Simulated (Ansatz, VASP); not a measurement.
Sn: VASP beside Ansatz

INCAR

```
SYSTEM = Sn
ALGO = Normal ; EDIFF = 1E-6
ENCUT = 520 ; GGA = PE
GGA_COMPAT = .FALSE. ; ISIF = 2
ISMEAR = -1 ; LASPH = .TRUE.
LCHARG = .FALSE. ; LORBIT = 11
LORBMOM = .TRUE. ; LREAL = .FALSE.
LSORBIT = .TRUE. ; LWAVE = .FALSE.
MAGMOM = 0 0 0 0 0 0 ; NBANDS = 40
NELM = 150 ; PREC = Accurate
SIGMA = 0.02
```

KPOINTS

```
k-points
0
G
  6 6 6
  0 0 0
```

POSCAR

```
Sn
1.0
    0.0000000000      3.2844880277      3.2844880277
    3.2844880277      0.0000000000      3.2844880277
    3.2844880277      3.2844880277      0.0000000000
Sn
2
Direct
    0.0000000000      0.0000000000      0.0000000000
    0.2500000000      0.2500000000      0.2500000000
```

Input for Ansatz:

```yaml
crystal:
  lattice:
    - [0.0, 3.2844880277, 3.2844880277]
    - [3.2844880277, 0.0, 3.2844880277]
    - [3.2844880277, 3.2844880277, 0.0]
  atoms:
    - { symbol: Sn, position: [0.0, 0.0, 0.0] }
    - { symbol: Sn, position: [0.25, 0.25, 0.25] }
kpoints:
  mp_grid: { grid: [6, 6, 6] }
  band_path:
    path:
      - [0.0, 0.0, 0.0]
      - [0.5, 0.0, 0.5]
      - [0.625, 0.25, 0.625]
      - [0.375, 0.375, 0.75]
      - [0.5, 0.5, 0.5]
      - [0.5, 0.25, 0.75]
    npoints: 1
hamiltonian:
  xc: pbe
scf:
  occupations: { method: fermi_dirac, width: 0.02 }
  n_extra_bands: 8
magnetization:
  noncollinear: true
  spin_orbit: true
output:
  forces: true
  stress: true
  eigenvalues: true
```

Alike in both runs: task single point; functional PBE; k mesh 6 × 6 × 6; occupations fermi-dirac, width 0.02 eV; non-collinear spin, spin-orbit coupling.

|  | VASP | Ansatz |
| --- | --- | --- |
| version | VASP 6.6.1 | Ansatz 0.2.0 |
| potentials or method | VASP PAW PBE potentials, release 64 (Sn_d) | plane waves, PAW |
| plane-wave cutoff (eV) | 520 | 420 |
| valence electrons in the cell | 28 | 28 |

|  | VASP | Ansatz | Ansatz less VASP |
| --- | --- | --- | --- |
| pressure (GPa) | 1.5 | 1.5 | +0.01 |
| net moment per atom (μB) | 0.00 | 0.00 | 0.000 |

The functional is the same, so the differences come from potentials, cutoffs and numerics.
